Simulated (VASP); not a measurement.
# AlCo (Pm-3m) in VASP: notebook

AlCo is run at these levels: PBEsol; tasks: single point, relaxation of cell and atoms.

All numbers are computed with VASP 6.6.1; they aren't measurements. Logs are shortened: lines on timing, memory, paths and dates and some standing lists are left out, and cuts for length are marked.

## Step 1: The cell of the first run

It takes space group Pm-3m (No. 221, cubic). The conventional cell has a = 2.819 Å, b = 2.819 Å, c = 2.819 Å, α = 90.00°, β = 90.00°, γ = 90.00°. Within 3.2 Å of Al (site symmetry m-3m) lie 8 Co at 2.44 Å and 6 Al at 2.82 Å. Co (site symmetry m-3m) has 8 Al at 2.44 Å and 6 Co at 2.82 Å within 3.2 Å.

## Step 2: Single point, PBEsol, collinear spin, ferromagnetic start

Contents of INCAR:

```
SYSTEM = AlCo
PREC = Accurate
ENCUT = 600
EDIFF = 1E-6
ISMEAR = 0
SIGMA = 0.1
LREAL = .FALSE.
LASPH = .TRUE.
NELM = 200
ALGO = Normal
ISIF = 2
LWAVE = .FALSE.
LCHARG = .FALSE.
ISPIN = 2
MAGMOM = 0 2
LORBIT = 11
LMAXMIX = 4
GGA = PS
NBANDS = 17
GGA_COMPAT = .FALSE.
```

Contents of KPOINTS:

```
regular mesh
0
G
  6 6 6
  0 0 0
```

Contents of POSCAR:

```
AlCo
1.0
    2.8194032100      0.0000000000      0.0000000000
    0.0000000000      2.8194032100      0.0000000000
    0.0000000000      0.0000000000      2.8194032100
Al Co
1 1
Direct
    0.0000000000      0.0000000000      0.0000000000
    0.5000000000      0.5000000000      0.5000000000
```

Potentials or basis: VASP PAW PBE potentials, release 64 (Al, Co).

The run is started by

```console
> cat potpaw_PBE.64/Al/POTCAR potpaw_PBE.64/Co/POTCAR > POTCAR
> mpirun -np 1 vasp_std > vasp.out
```

OUTCAR:

```text
SYSTEM = AlCo
   PREC = Accurate
   ENCUT = 600
   EDIFF = 1E-6
   ISMEAR = 0
   LREAL = .FALSE.
   LASPH = .TRUE.
   NELM = 200
   ISIF = 2
   ISPIN = 2
   LORBIT = 11
   GGA = PS

 ion  position               nearest neighbor table
   1  0.000  0.000  0.000-   2 2.44   2 2.44   2 2.44   2 2.44   2 2.44   2 2.44   2 2.44   2 2.44

   2  0.500  0.500  0.500-   1 2.44   1 2.44   1 2.44   1 2.44   1 2.44   1 2.44   1 2.44   1 2.44

  LATTYP: Found a simple cubic cell.
 ALAT       =     2.8194032100

  Lattice vectors:

 A1 = (   2.8194032100,   0.0000000000,   0.0000000000)
 A2 = (   0.0000000000,   2.8194032100,   0.0000000000)
 A3 = (   0.0000000000,   0.0000000000,   2.8194032100)

Analysis of symmetry for initial positions (statically):
=====================================================================
 Subroutine PRICEL returns:
 Original cell was already a primitive cell.

 Routine SETGRP: Setting up the symmetry group for a
 simple cubic supercell.

 Subroutine GETGRP returns: Found 48 space group operations
 (whereof 48 operations were pure point group operations)
 out of a pool of 48 trial point group operations.

The static configuration has the point symmetry O_h .

Analysis of symmetry for dynamics (positions and initial velocities):
=====================================================================
 Subroutine PRICEL returns:
 Original cell was already a primitive cell.

 Routine SETGRP: Setting up the symmetry group for a
 simple cubic supercell.

 Subroutine GETGRP returns: Found 48 space group operations
 (whereof 48 operations were pure point group operations)
 out of a pool of 48 trial point group operations.

The dynamic configuration has the point symmetry O_h .

Analysis of structural, dynamic, and magnetic symmetry:
=====================================================================
 Subroutine PRICEL returns:
 Original cell was already a primitive cell.

 Routine SETGRP: Setting up the symmetry group for a
 simple cubic supercell.

 Subroutine GETGRP returns: Found 48 space group operations
 (whereof 48 operations were pure point group operations)
 out of a pool of 48 trial point group operations.

The overall configuration has the point symmetry O_h .

 Subroutine INISYM returns: Found 48 space group operations
 (whereof 48 operations are pure point group operations),
 and found     1 'primitive' translations

----------------------------------------------------------------------------------------

                                     Primitive cell

  volume of cell :      22.4115

  direct lattice vectors                    reciprocal lattice vectors
     2.819403210  0.000000000  0.000000000     0.354684990  0.000000000  0.000000000
     0.000000000  2.819403210  0.000000000     0.000000000  0.354684990  0.000000000
     0.000000000  0.000000000  2.819403210     0.000000000  0.000000000  0.354684990

  length of vectors
     2.819403210  2.819403210  2.819403210     0.354684990  0.354684990  0.354684990

  position of ions in fractional coordinates (direct lattice)
     0.000000000  0.000000000  0.000000000
     0.500000000  0.500000000  0.500000000

  ion indices of the primitive-cell ions
   primitive index   ion index
                 1           1
                 2           2

----------------------------------------------------------------------------------------

 KPOINTS: regular mesh

Automatic generation of k-mesh.
 Grid dimensions read from file:
 generate k-points for:    6    6    6

 Generating k-lattice:

  Cartesian coordinates                     Fractional coordinates (reciprocal lattice)
     0.059114165  0.000000000  0.000000000     0.166666667  0.000000000  0.000000000
     0.000000000  0.059114165  0.000000000     0.000000000  0.166666667  0.000000000
     0.000000000  0.000000000  0.059114165     0.000000000  0.000000000  0.166666667

  Length of vectors
     0.059114165  0.059114165  0.059114165

  Shift w.r.t. Gamma in fractional coordinates (k-lattice)
     0.000000000  0.000000000  0.000000000

 Subroutine IBZKPT returns following result:
 ===========================================

 Found     20 irreducible k-points:

 Following reciprocal coordinates:
            Coordinates               Weight
  0.000000  0.000000  0.000000      1.000000
  0.166667  0.000000  0.000000      6.000000
  0.333333  0.000000  0.000000      6.000000
  0.500000  0.000000  0.000000      3.000000
  0.166667  0.166667  0.000000     12.000000
  0.333333  0.166667  0.000000     24.000000
[... 12 lines left out ...]
  0.500000  0.500000  0.333333      6.000000
  0.500000  0.500000  0.500000      1.000000
   k-points           NKPTS =     20   k-points in BZ     NKDIM =     20   number of bands    NBANDS=     17
   number of dos      NEDOS =    301   number of ions     NIONS =      2
   total plane-waves  NPLWV =  13824
   dimension x,y,z NGX =    24 NGY =   24 NGZ =   24
   dimension x,y,z NGXF=    48 NGYF=   48 NGZF=   48
   ions per type =               1   1
   NGX,Y,Z   is equivalent  to a cutoff of  14.15, 14.15, 14.15 a.u.
   NGXF,Y,Z  is equivalent  to a cutoff of  28.30, 28.30, 28.30 a.u.
 SYSTEM =  AlCo
   PREC   = accura    normal or accurate (medium, high low for compatibility)
   ISTART =      0    job   : 0-new  1-cont  2-samecut
   ICHARG =      2    charge: 1-file 2-atom 10-const
   ISPIN  =      2    spin polarized calculation?
   LNONCOLLINEAR =      F non collinear calculations
   LSORBIT =      F    spin-orbit coupling
   LASPH  =      T    aspherical Exc in radial PAW
   ENCUT  =  600.0 eV  44.10 Ry    6.64 a.u.   5.63  5.63  5.63*2*pi/ulx,y,z
   NELM   =    200;   NELMIN=  2; NELMDL= -5     # of ELM steps
   EDIFF  = 0.1E-05   stopping-criterion for ELM
   LREAL  =      F    real-space projection
   EDIFFG = 0.1E-04   stopping-criterion for IOM
   NSW    =      0    number of steps for IOM
   IBRION =     -1    ionic relax: 0-MD 1-quasi-New 2-CG
   NFREE  =      0    steps in history (QN), initial steepest desc. (CG)
   ISIF   =      2    stress and relaxation
   ISYM   =      2    0-nonsym 1-usesym 2-fastsym
   POTIM  = 0.5000    time-step for ionic-motion
   TEBEG  =    0.0;   TEEND  =   0.0 temperature during run
   PSTRESS=    0.0 pullay stress
   NELECT =      12.0000    total number of electrons
   NUPDOWN=      -1.0000    fix difference up-down
   EMIN   =  10.00;   EMAX   =-10.00  energy-range for DOS
   EFERMI =   0.00;   METHOD = LEGACY
   ISMEAR =     0;   SIGMA  =   0.10  broadening in eV -4-tet -1-fermi 0-gaus
   EFERMI_NEDOS =   21; number of points for ismear=-14 and -15
   IALGO  =     38    algorithm
   IMIX   =      4    mixing-type and parameters
     AMIX     =   0.40;   BMIX     =  1.00
     AMIX_MAG =   1.60;   BMIX_MAG =  1.00
  volume/ion in A,a.u.               =      11.21        75.62
  Fermi-wavevector in a.u.,A,eV,Ry     =   1.329366  2.512138 24.044423  1.767215
  Thomas-Fermi vector in A             =   2.458534
   LORBIT       =     11    0 simple, 1 ext, 2 COOP (PROOUT), +10 PAW based schemes
   GGA     = PS    functional components
   LHFCALC =     F    Hartree Fock is set to
   AEXX    =    0.0000 exact exchange contribution
   IVDW    =     0    specifies the selected vdW correction
   LEPSILON=     F    determine dielectric tensor
   LRPA    =     F    only Hartree local field effects (RPA)
 spin polarized calculation
 Gauss-broadening in eV      SIGMA  =   0.10
  energy-cutoff  :      600.00
  volume of cell :       22.41
 maximum number of plane-waves:       768
 NGX is ok and might be reduce to    24
   NGX = 11   NGY = 11   NGZ = 11

 number of electron      11.9999996 magnetization       0.0492140

 Free energy of the ion-electron system (eV)
  ---------------------------------------------------
  ext. energy  EPLUGINS =         0.00000000
  ---------------------------------------------------
  free energy    TOTEN  =       -13.07864270 eV

  energy without entropy =      -13.07279443  energy(sigma->0) =      -13.07571856

 E-fermi :  10.9429     XC(G=0): -12.5425

 val. band max:       10.8784552366   @ k =   0.5000   0.3333   0.0000
 cond. band min:      10.9644269026   @ k =   0.5000   0.3333   0.0000
 fundamental gap:      0.0859716659
 Fermi energy:        10.9428526161

 spin component 1

 k-point     1 :       0.0000    0.0000    0.0000
  band No.  band energies     occupation
      1      -0.4020      1.00000
      2       7.7398      1.00000
      3       7.7398      1.00000
      4      10.0333      1.00000
      5      10.0333      1.00000
      6      10.0333      1.00000
[... 9 lines left out ...]
     16      34.8698      0.00000
     17      34.8698      0.00000
[... 361 lines left out ...]
 k-point    20 :       0.5000    0.5000    0.5000
  band No.  band energies     occupation
      1       6.8096      1.00000
      2       6.8096      1.00000
      3       6.8096      1.00000
      4      10.6397      0.99999
      5      10.6397      0.99999
      6      13.2525      0.00000
[... 9 lines left out ...]
     16      43.4626      0.00000
     17      43.4626      0.00000
 Fermi energy:        10.9428526161

 spin component 2

 k-point     1 :       0.0000    0.0000    0.0000
  band No.  band energies     occupation
      1      -0.4056      1.00000
      2       7.8040      1.00000
      3       7.8040      1.00000
      4      10.0700      1.00000
      5      10.0700      1.00000
      6      10.0700      1.00000
[... 9 lines left out ...]
     16      34.8626      0.00000
     17      34.8626      0.00000
[... 361 lines left out ...]
 k-point    20 :       0.5000    0.5000    0.5000
  band No.  band energies     occupation
      1       6.8260      1.00000
      2       6.8260      1.00000
      3       6.8260      1.00000
      4      10.7342      0.99842
      5      10.7342      0.99842
      6      13.2512      0.00000
[... 9 lines left out ...]
     16      43.4638      0.00000
     17      43.4638      0.00000

------------------------ aborting loop because EDIFF is reached ----------------------------------------

  FORCE on cell =-STRESS in cart. coord.  units (eV):
  Direction    XX          YY          ZZ          XY          YZ          ZX
  --------------------------------------------------------------------------------------
  -------------------------------------------------------------------------------------
  Total        0.1302211      0.1302211      0.1302211     -0.0000000     -0.0000000      0.0000000
  in kB        9.3093724      9.3093724      9.3093724     -0.0000000     -0.0000000      0.0000000
  external PRESSURE =       9.3093724 kB  Pullay stress =       0.0000000 kB

 VOLUME and BASIS-vectors are now :
 -----------------------------------------------------------------------------
  energy-cutoff  :      600.00
  volume of cell :       22.41
      direct lattice vectors                 reciprocal lattice vectors
     2.819403210  0.000000000  0.000000000     0.354684990  0.000000000  0.000000000
     0.000000000  2.819403210  0.000000000     0.000000000  0.354684990  0.000000000
     0.000000000  0.000000000  2.819403210     0.000000000  0.000000000  0.354684990

 POSITION                                       TOTAL-FORCE (eV/Angst)
 -----------------------------------------------------------------------------------
      0.00000      0.00000      0.00000         0.000000      0.000000      0.000000
      1.40970      1.40970      1.40970         0.000000      0.000000      0.000000
 -----------------------------------------------------------------------------------
    total drift:                                0.000000     -0.000000     -0.000000

  FREE ENERGIE OF THE ION-ELECTRON SYSTEM (eV)
  ---------------------------------------------------
  free  energy   TOTEN  =       -13.0786426952 eV

  energy  without entropy=      -13.0727944299  energy(sigma->0) =      -13.07571856

 total charge

# of ion       s       p       d       tot
------------------------------------------
    1        0.398   0.444   0.000   0.842
    2        0.448   0.531   7.542   8.521
--------------------------------------------------
tot          0.845   0.975   7.542   9.363

 magnetization (x)

# of ion       s       p       d       tot
------------------------------------------
    1       -0.000  -0.001   0.000  -0.001
    2        0.001  -0.001   0.054   0.053
--------------------------------------------------
tot          0.000  -0.002   0.054   0.052
```

Run time: 45 s. Hardware: 1 thread of AMD EPYC 7R13, shared host; peak memory 0.13 GiB.

Results:

```yaml
Free_energy: -13.0786 eV
Pressure: 0.9 GPa
Net_moment: 0.05 μB per cell
Site_moments: Al -0.00; Co +0.05 μB
Valence_electrons_inside_the_program's_atomic_spheres: Al 0.84; Co 8.52
```

Caveat: the k points lie up to 0.37 Å⁻¹ apart; the PAW data sets were made with another functional, which shifts forces and pressure a little.

## Step 3: Single point, PBEsol

This run uses another cell than the first one, of 11.24 Å³/atom.

Contents of INCAR:

```
  PREC = Accurate
  ENCUT = 600
  EDIFF = 1E-6
  ISMEAR = 0
  SIGMA = 0.1
  LREAL = F
  LASPH = T
  NELM = 120
  ALGO = Normal
  ISIF = 2
  LWAVE = F
  LCHARG = F
  GGA = PS
  NBANDS = 13
  GGA_COMPAT = F
```

Contents of KPOINTS:

```
Automatic mesh
0
Gamma
  14 14 14
```

Contents of POSCAR:

```
AlCo
1.0
    2.8224064937      0.0000000000      0.0000000000
    0.0000000000      2.8224064937      0.0000000000
    0.0000000000      0.0000000000      2.8224064937
Al Co
1 1
Direct
    0.0000000000      0.0000000000      0.0000000000
    0.5000000000      0.5000000000      0.5000000000
```

Potentials or basis: VASP PAW PBE potentials, release 64 (Al, Co).

The run is started by

```console
> cat potpaw_PBE.64/Al/POTCAR potpaw_PBE.64/Co/POTCAR > POTCAR
> mpirun -np 1 vasp_std > vasp.out
```

Wall time 80 s (1 thread of AMD EPYC 7R13, shared host); peak memory 0.14 GiB.

The run converged. Its results:

- Free energy: -13.0841 eV
- Pressure: 0.1 GPa
- Band gap on the k mesh: zero (bands 6 and 7 overlap by 2.63 eV)

Levels at points of the mesh, in eV from the Fermi level:
| k point | band 4 | band 5 | band 6 | band 7 | band 8 | band 9 |
| --- | --- | --- | --- | --- | --- | --- |
| (0.00, 0.00, 0.00) | -0.86 | -0.86 | -0.86 | 6.10 | 6.10 | 6.10 |
| (0.50, 0.00, 0.00) | -1.77 | -1.77 | -0.74 | 0.17 | 8.45 | 10.74 |
| (0.50, 0.50, 0.00) | -2.74 | -1.56 | -1.56 | -0.27 | 2.48 | 3.67 |
| (0.50, 0.50, 0.50) | -0.23 | -0.23 | 2.36 | 2.36 | 2.36 | 4.41 |

Caveat: the PAW data sets were made with another functional, which shifts forces and pressure a little; the run has no spin polarisation, though such a crystal can be magnetic. Spin polarisation is off, so any magnetic state and its effect on volume and gap are missing.

[end of part 1 of 2]
